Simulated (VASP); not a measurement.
# HfB: single point with PBE

HfB:

```
Hf B
1.0
     0.00000    2.31000    2.31000
     2.31000    0.00000    2.31000
     2.31000    2.31000    0.00000
Hf B
1 1
Direct
  0.39500 0.39500 0.60500
  0.10500 0.10500 0.89500
```

This cell differs from its parent crystal: shortest bond scaled by 0.58.

```
Program             : VASP 6.6.1
Task                : single point
Functional          : PBE
Potentials or basis : VASP PAW PBE potentials, release 64 (Hf_pv, B)
Cutoff              : 500 eV
k mesh              : 11 × 11 × 11
Occupations         : fermi-dirac, width 0.05 eV
Spin                : no spin polarisation
```

```
Pressure      : 124.3 GPa
Largest force : 45.445 eV/Å
```

Forces on the atoms (eV/Å):
```
Hf    0.000   0.000  45.445
B     0.000   0.000 -45.445
```

Stress tensor (GPa, compression positive):
```
  1.58   0.00   0.00
  0.00   1.58   0.00
  0.00   0.00 369.73
```

Levels at points of the mesh, in eV from the Fermi level:
| k point | band 2 | band 3 | band 4 | band 5 | band 6 | band 7 | band 8 | band 9 | band 10 | band 11 |
| --- | --- | --- | --- | --- | --- | --- | --- | --- | --- | --- |
| (0.00, 0.00, 0.00) | -29.67 | -29.67 | -9.18 | -3.38 | -3.38 | 0.55 | 1.72 | 3.64 | 9.30 | 9.92 |

Wall time 15 s on 1 thread of AMD EPYC 9R45 (Zen 5) (shared host), peak memory 0.14 GiB.

Caveat: the cell differs from its parent crystal (shortest bond scaled by 0.58); spin-orbit coupling is left out, which moves the levels of the heavy elements; forces of over 1 eV/Å act on the atoms, so gaps and moduli don't describe the material at rest.
